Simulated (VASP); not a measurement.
# Ir (Fm-3m) in VASP: a series of runs

The runs below take Ir through electric field gradients, with PBEsol.

Program: VASP 6.6.1. These are calculated values, not measurements. Logs are shortened: lines on timing, memory, paths and dates and some standing lists are left out, and cuts for length are marked.

### 1 The cell of the first run

Symmetry: Fm-3m, No. 225, cubic system. The conventional cell has a = 3.761 Å, b = 3.761 Å, c = 3.761 Å, α = 90.00°, β = 90.00°, γ = 90.00°. Ir (site symmetry m-3m) has 12 Ir at 2.66 Å within 3.5 Å.

### 2 Electric field gradients, PBEsol (volume scaled by 0.94)

Input file INCAR:

```
PREC = Accurate
ENCUT = 520
EDIFF = 1E-8
ISMEAR = -1
SIGMA = 0.05
LREAL = F
LASPH = T
NELM = 80
ALGO = Normal
ISIF = 2
LWAVE = F
LCHARG = F
GGA = PS
LEFG = T
NBANDS = 10
```

Input file KPOINTS:

```
Automatic mesh
0
Gamma
  18 18 18
```

Input file POSCAR:

```
Ir
1.0
    0.0000000000      1.8805114529      1.8805114529
    1.8805114529      0.0000000000      1.8805114529
    1.8805114529      1.8805114529      0.0000000000
Ir
1
Direct
    0.0000000000      0.0000000000      0.0000000000
```

Potentials or basis: VASP PAW PBE potentials, release 64 (Ir).

On the command line:

```bash
$ cat potpaw_PBE.64/Ir/POTCAR > POTCAR
$ mpirun -np 1 vasp_std > vasp.out
```

OUTCAR:

```text
PREC = Accurate
   ENCUT = 520
   EDIFF = 1E-8
   ISMEAR = -1
   LREAL = F
   LASPH = T
   NELM = 80
   ISIF = 2
   GGA = PS

 ion  position               nearest neighbor table
   1  0.000  0.000  0.000-

  LATTYP: Found a face centered cubic cell.
 ALAT       =     3.7610229058

  Lattice vectors:

 A1 = (   0.0000000000,   1.8805114529,   1.8805114529)
 A2 = (   1.8805114529,   0.0000000000,   1.8805114529)
 A3 = (   1.8805114529,   1.8805114529,   0.0000000000)

Analysis of symmetry for initial positions (statically):
=====================================================================
 Subroutine PRICEL returns:
 Original cell was already a primitive cell.

 Routine SETGRP: Setting up the symmetry group for a
 face centered cubic supercell.

 Subroutine GETGRP returns: Found 48 space group operations
 (whereof 48 operations were pure point group operations)
 out of a pool of 48 trial point group operations.

The static configuration has the point symmetry O_h .

Analysis of symmetry for dynamics (positions and initial velocities):
=====================================================================
 Subroutine PRICEL returns:
 Original cell was already a primitive cell.

 Routine SETGRP: Setting up the symmetry group for a
 face centered cubic supercell.

 Subroutine GETGRP returns: Found 48 space group operations
 (whereof 48 operations were pure point group operations)
 out of a pool of 48 trial point group operations.

The dynamic configuration has the point symmetry O_h .

 Subroutine INISYM returns: Found 48 space group operations
 (whereof 48 operations are pure point group operations),
 and found     1 'primitive' translations

----------------------------------------------------------------------------------------

                                     Primitive cell

  volume of cell :      13.3002

  direct lattice vectors                    reciprocal lattice vectors
     0.000000000  1.880511453  1.880511453    -0.265885113  0.265885113  0.265885113
     1.880511453  0.000000000  1.880511453     0.265885113 -0.265885113  0.265885113
     1.880511453  1.880511453  0.000000000     0.265885113  0.265885113 -0.265885113

  length of vectors
[... 113 lines left out ...]
  volume of cell :       13.30
 maximum number of plane-waves:       369
   NGX =  9   NGY =  9   NGZ =  9

 number of electron       9.0000000 magnetization

 Free energy of the ion-electron system (eV)
  ---------------------------------------------------
  ext. energy  EPLUGINS =         0.00000000
  ---------------------------------------------------
  free energy    TOTEN  =        -9.76492785 eV

  energy without entropy =       -9.75758095  energy(sigma->0) =       -9.76125440

 E-fermi :  11.3979     XC(G=0): -14.4661

 val. band max:       11.3898794260   @ k =   0.5000   0.2222   0.1111
 cond. band min:      11.4158528175   @ k =   0.3333   0.1111   0.0556
 fundamental gap:      0.0259733915
 Fermi energy:        11.3978548770

 k-point     1 :       0.0000    0.0000    0.0000
  band No.  band energies     occupation
      1      -0.5189      2.00000
      2       7.0663      2.00000
      3       7.0663      2.00000
      4       7.0663      2.00000
      5      10.0608      2.00000
      6      10.0608      2.00000
      7      25.5313      0.00000
      8      31.4818      0.00000
      9      31.4818      0.00000
     10      31.4818      0.00000
[... 287 lines left out ...]
 k-point    24 :      -0.2222    0.0556    0.0000
  band No.  band energies     occupation
      1       1.8134      2.00000
      2       6.3411      2.00000
      3       7.5659      2.00000
      4       7.6662      2.00000
      5       9.7153      2.00000
      6      10.6766      2.00000
      7      25.7129      0.00000
      8      28.6730      0.00000
      9      34.0663      0.00000
     10      35.3371      0.00000

 [... further k-points ...]
[... 5 lines left out ...]
  --------------------------------------------------------------------------------------
  -------------------------------------------------------------------------------------
  Total        2.1447520      2.1447520      2.1447520      0.0000000      0.0000000      0.0000000
  in kB      258.3626412    258.3626412    258.3626412      0.0000000      0.0000000      0.0000000
  external PRESSURE =     258.3626412 kB  Pullay stress =       0.0000000 kB

 VOLUME and BASIS-vectors are now :
 -----------------------------------------------------------------------------
  energy-cutoff  :      520.00
  volume of cell :       13.30
      direct lattice vectors                 reciprocal lattice vectors
     0.000000000  1.880511453  1.880511453    -0.265885113  0.265885113  0.265885113
     1.880511453  0.000000000  1.880511453     0.265885113 -0.265885113  0.265885113
     1.880511453  1.880511453  0.000000000     0.265885113  0.265885113 -0.265885113

 POSITION                                       TOTAL-FORCE (eV/Angst)
 -----------------------------------------------------------------------------------
      0.00000      0.00000      0.00000         0.000000      0.000000      0.000000
 -----------------------------------------------------------------------------------
    total drift:                                0.000000      0.000000      0.000000

  FREE ENERGIE OF THE ION-ELECTRON SYSTEM (eV)
  ---------------------------------------------------
  free  energy   TOTEN  =        -9.7649278462 eV

  energy  without entropy=       -9.7575809546  energy(sigma->0) =       -9.76125440

 Electric field gradients (V/A^2)
---------------------------------------------------------------------
 ion       V_xx      V_yy      V_zz      V_xy      V_xz      V_yz
---------------------------------------------------------------------
   1      -0.000    -0.000     0.000     0.000     0.000     0.000
---------------------------------------------------------------------

 Electric field gradients after diagonalization (V/A^2)
 (convention: |V_zz| > |V_xx| > |V_yy|)
----------------------------------------------------------------------
 ion       V_xx      V_yy      V_zz     asymmetry (V_yy - V_xx)/ V_zz
----------------------------------------------------------------------
   1      -0.000    -0.000     0.000       0.000
----------------------------------------------------------------------

           NMR quadrupolar parameters

 Cq : quadrupolar parameter    Cq=e*Q*V_zz/h
 eta: asymmetry parameters     (V_yy - V_xx)/ V_zz
 Q  : nuclear electric quadrupole moment in mb (millibarn)
----------------------------------------------------------------------
 ion       Cq(MHz)       eta       Q (mb)
----------------------------------------------------------------------
   1       0.000       0.000       1.000
----------------------------------------------------------------------
```

OSZICAR:

```text
N       E                     dE             d eps       ncg     rms          rms(c)
DAV:   1     0.478527255951E+02    0.47853E+02   -0.44502E+03  3934   0.829E+02
DAV:   2    -0.949756547025E+01   -0.57350E+02   -0.54395E+02  4038   0.200E+02
DAV:   3    -0.103554307859E+02   -0.85787E+00   -0.85530E+00  4652   0.296E+01
DAV:   4    -0.103626645664E+02   -0.72338E-02   -0.72325E-02  4474   0.249E+00
DAV:   5    -0.103628037604E+02   -0.13919E-03   -0.13919E-03  4492   0.327E-01    0.187E+01
DAV:   6    -0.987653273161E+01    0.48627E+00   -0.75580E-01  4396   0.107E+01    0.781E+00
DAV:   7    -0.977237896499E+01    0.10415E+00   -0.27588E-01  4752   0.593E+00    0.147E+00
DAV:   8    -0.976916169660E+01    0.32173E-02   -0.19502E-03  4234   0.481E-01    0.107E+00
DAV:   9    -0.976493323135E+01    0.42285E-02   -0.23836E-03  4292   0.714E-01    0.387E-02
DAV:  10    -0.976492593819E+01    0.72932E-05   -0.13729E-05  5684   0.381E-02    0.117E-02
DAV:  11    -0.976492785298E+01   -0.19148E-05   -0.11319E-06  4366   0.651E-03    0.940E-04
DAV:  12    -0.976492783683E+01    0.16155E-07   -0.21009E-08  4928   0.137E-03    0.944E-04
DAV:  13    -0.976492784620E+01   -0.93725E-08   -0.97254E-10  2292   0.240E-04
   1 F= -.97649278E+01 E0= -.97612544E+01  d E =-.734689E-02
```

stdout:

```text
POSCAR found type information on POSCAR Ir
 POSCAR found :  1 types and       1 ions
 scaLAPACK will be used
 -----------------------------------------------------------------------------
|                                                                             |
|                                                                             |
|     You enforced a specific xc type in the INCAR file but a different       |
|     I HOPE YOU KNOW WHAT YOU ARE DOING!                                     |
|                                                                             |
 -----------------------------------------------------------------------------

 LDA part: xc-table for (Slater+PW92), standard interpolation
 POSCAR, INCAR and KPOINTS ok, starting setup
 FFT: planning ... GRIDC
 FFT: planning ... GRID_SOFT
 FFT: planning ... GRID
 WAVECAR not read
 entering main loop
ion   1
```

Wall time 22 s (1 thread of Intel Xeon Platinum 8488C (Sapphire Rapids), shared host); peak memory 0.15 GiB.

What came out:

- Free energy: -9.7649 eV
- Pressure: 25.8 GPa

Levels at points of the mesh, in eV from the Fermi level:
```csv
k point,band 1,band 2,band 3,band 4,band 5,band 6,band 7,band 8,band 9
"(0.00, 0.00, 0.00)",-11.92,-4.33,-4.33,-4.33,-1.34,-1.34,14.13,20.08,20.08
"(0.50, 0.00, 0.00)",-8.87,-4.45,-4.45,-1.02,0.98,0.98,7.85,13.68,20.25
"(0.50, 0.50, 0.00)",-8.73,-8.12,0.96,1.61,1.62,1.62,11.31,11.92,11.92
```

Caveat: without QUAD_EFG the Cq values of the log hold for a quadrupole moment of 1 mb, not for the nuclei; the PAW data sets were made with another functional, which shifts forces and pressure a little; spin-orbit coupling is left out, which moves the levels of the heavy elements.

### 3 Electric field gradients, PBEsol (volume scaled by 0.94)

Input file INCAR:

```
SYSTEM = Ir
PREC = Accurate
ENCUT = 520
EDIFF = 1E-8
ISMEAR = -1
SIGMA = 0.05
LREAL = .FALSE.
LASPH = .TRUE.
NELM = 80
ALGO = Normal
ISIF = 2
LWAVE = .FALSE.
LCHARG = .FALSE.
GGA = PS
LEFG = .TRUE.
NBANDS = 10
```

Input file KPOINTS:

```
Automatic mesh
0
G
  18 18 18
  0 0 0
```

POSCAR is that of step 2.

Potentials or basis: VASP PAW PBE potentials, release 64 (Ir).

On the command line:

```bash
$ cat potpaw_PBE.64/Ir/POTCAR > POTCAR
$ mpirun -np 1 vasp_std > vasp.out
```

OUTCAR:

```text
SYSTEM = Ir
   PREC = Accurate
   ENCUT = 520
   EDIFF = 1E-8
   ISMEAR = -1
   LREAL = .FALSE.
   LASPH = .TRUE.
   NELM = 80
   ISIF = 2
   GGA = PS

 ion  position               nearest neighbor table
   1  0.000  0.000  0.000-

  LATTYP: Found a face centered cubic cell.
 ALAT       =     3.7610229058

  Lattice vectors:

 A1 = (   0.0000000000,   1.8805114529,   1.8805114529)
 A2 = (   1.8805114529,   0.0000000000,   1.8805114529)
 A3 = (   1.8805114529,   1.8805114529,   0.0000000000)

[... 515 lines left out ...]
    total drift:                                0.000000      0.000000      0.000000

  FREE ENERGIE OF THE ION-ELECTRON SYSTEM (eV)
  ---------------------------------------------------
  free  energy   TOTEN  =        -9.7649278462 eV

  energy  without entropy=       -9.7575809546  energy(sigma->0) =       -9.76125440

 Electric field gradients (V/A^2)
---------------------------------------------------------------------
 ion       V_xx      V_yy      V_zz      V_xy      V_xz      V_yz
---------------------------------------------------------------------
   1      -0.000    -0.000     0.000     0.000     0.000     0.000
---------------------------------------------------------------------

 Electric field gradients after diagonalization (V/A^2)
 (convention: |V_zz| > |V_xx| > |V_yy|)
----------------------------------------------------------------------
 ion       V_xx      V_yy      V_zz     asymmetry (V_yy - V_xx)/ V_zz
----------------------------------------------------------------------
   1      -0.000    -0.000     0.000       0.000
----------------------------------------------------------------------

           NMR quadrupolar parameters

 Cq : quadrupolar parameter    Cq=e*Q*V_zz/h
 eta: asymmetry parameters     (V_yy - V_xx)/ V_zz
 Q  : nuclear electric quadrupole moment in mb (millibarn)
----------------------------------------------------------------------
 ion       Cq(MHz)       eta       Q (mb)
----------------------------------------------------------------------
   1       0.000       0.000       1.000
----------------------------------------------------------------------
```

OSZICAR:

```text
N       E                     dE             d eps       ncg     rms          rms(c)
DAV:   1     0.478527255951E+02    0.47853E+02   -0.44502E+03  3934   0.829E+02
DAV:   2    -0.949756547025E+01   -0.57350E+02   -0.54395E+02  4038   0.200E+02
DAV:   3    -0.103554307859E+02   -0.85787E+00   -0.85530E+00  4652   0.296E+01
DAV:   4    -0.103626645664E+02   -0.72338E-02   -0.72325E-02  4474   0.249E+00
DAV:   5    -0.103628037604E+02   -0.13919E-03   -0.13919E-03  4492   0.327E-01    0.187E+01
DAV:   6    -0.987653273161E+01    0.48627E+00   -0.75580E-01  4396   0.107E+01    0.781E+00
DAV:   7    -0.977237896499E+01    0.10415E+00   -0.27588E-01  4752   0.593E+00    0.147E+00
DAV:   8    -0.976916169660E+01    0.32173E-02   -0.19502E-03  4234   0.481E-01    0.107E+00
DAV:   9    -0.976493323135E+01    0.42285E-02   -0.23836E-03  4292   0.714E-01    0.387E-02
DAV:  10    -0.976492593819E+01    0.72932E-05   -0.13729E-05  5684   0.381E-02    0.117E-02
DAV:  11    -0.976492785298E+01   -0.19148E-05   -0.11319E-06  4366   0.651E-03    0.940E-04
DAV:  12    -0.976492783683E+01    0.16155E-07   -0.21009E-08  4928   0.137E-03    0.944E-04
DAV:  13    -0.976492784620E+01   -0.93725E-08   -0.97254E-10  2292   0.240E-04
   1 F= -.97649278E+01 E0= -.97612544E+01  d E =-.734689E-02
```

stdout:

```text
POSCAR found type information on POSCAR Ir
 POSCAR found :  1 types and       1 ions
 scaLAPACK will be used
 -----------------------------------------------------------------------------
|                                                                             |
|                                                                             |
|     You enforced a specific xc type in the INCAR file but a different       |
|     I HOPE YOU KNOW WHAT YOU ARE DOING!                                     |
|                                                                             |
 -----------------------------------------------------------------------------

 LDA part: xc-table for (Slater+PW92), standard interpolation
 POSCAR, INCAR and KPOINTS ok, starting setup
 FFT: planning ... GRIDC
 FFT: planning ... GRID_SOFT
 FFT: planning ... GRID
 WAVECAR not read
 entering main loop
ion   1
```

It took 24 s on 1 thread of Intel Xeon Platinum 8488C (Sapphire Rapids), shared host; peak memory 0.15 GiB.

Results:

```yaml
Free_energy: -9.7649 eV
Pressure: 25.8 GPa
```

Caveat: without QUAD_EFG the Cq values of the log hold for a quadrupole moment of 1 mb, not for the nuclei; the PAW data sets were made with another functional, which shifts forces and pressure a little; spin-orbit coupling is left out, which moves the levels of the heavy elements.
